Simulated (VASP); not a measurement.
Set up this calculation in VASP 6.6.1, as the native input.

* Task: single point
* Functional: r2SCAN
* Potentials or basis: VASP PAW PBE potentials, release 64 (Mg, O)
* Cutoff: 520 eV
* k mesh: 10 × 10 × 10
* Occupations: gaussian, width 0.02 eV
* Spin: no spin polarisation
* Dipole correction: no
* Further INCAR settings: ALGO = Normal; EDIFF = 1e-06; NBANDS = 11

Crystal: MgO.

```
Mg O
1.0
     0.00000    2.05925    2.05925
     2.05925    0.00000    2.05925
     2.05925    2.05925    0.00000
Mg O
1 1
Direct
  0.00000 0.00000 0.00000
  0.50000 0.50000 0.50000
```

This cell differs from its parent crystal: volume scaled by 0.94.

The input as run:

POSCAR

```
MgO
1.0
    0.0000000000      2.0592549464      2.0592549464
    2.0592549464      0.0000000000      2.0592549464
    2.0592549464      2.0592549464      0.0000000000
Mg O
1 1
Direct
    0.0000000000      0.0000000000      0.0000000000
    0.5000000000      0.5000000000      0.5000000000
```

INCAR.step1

```
SYSTEM = MgO
PREC = Accurate ; ENCUT = 520
ISMEAR = 0 ; SIGMA = 0.02
LREAL = .False. ; LASPH = .True.
NELM = 80 ; NBANDS = 11
GGA = PE ; ALGO = Normal
EDIFF = 1E-4 ; LWAVE = .True.
LCHARG = .False.
```

INCAR.step2

```
SYSTEM = MgO
PREC = Accurate ; ENCUT = 520
EDIFF = 1E-6 ; ISMEAR = 0
SIGMA = 0.02 ; LREAL = .False.
LASPH = .True. ; NELM = 80
ALGO = Normal ; ISIF = 2
LWAVE = .False. ; LCHARG = .False.
METAGGA = R2SCAN ; LMIXTAU = .True.
NBANDS = 11 ; ISTART = 1
```

KPOINTS

```
regular mesh
0
Gamma
  10 10 10
  0 0 0
```

Potentials or basis: VASP PAW PBE potentials, release 64 (Mg, O).

The run is started by

```sh
$ cat potpaw_PBE.64/Mg/POTCAR potpaw_PBE.64/O/POTCAR > POTCAR
$ cp INCAR.step1 INCAR
$ mpirun -np 1 vasp_std > vasp.out
$ cp INCAR.step2 INCAR
$ mpirun -np 1 vasp_std > vasp.out
```

Results of the run:

```yaml
Pressure: 10.6 GPa
Band_gap_on_the_k_mesh: 6.32 eV, direct
```

Caveat: the PAW data sets were made with another functional, which shifts forces and pressure a little.

Run time: 18 s on 1 thread of Intel(R) Xeon(R) Platinum 8488C (Sapphire Rapids) (shared host), peak memory 0.15 GiB.
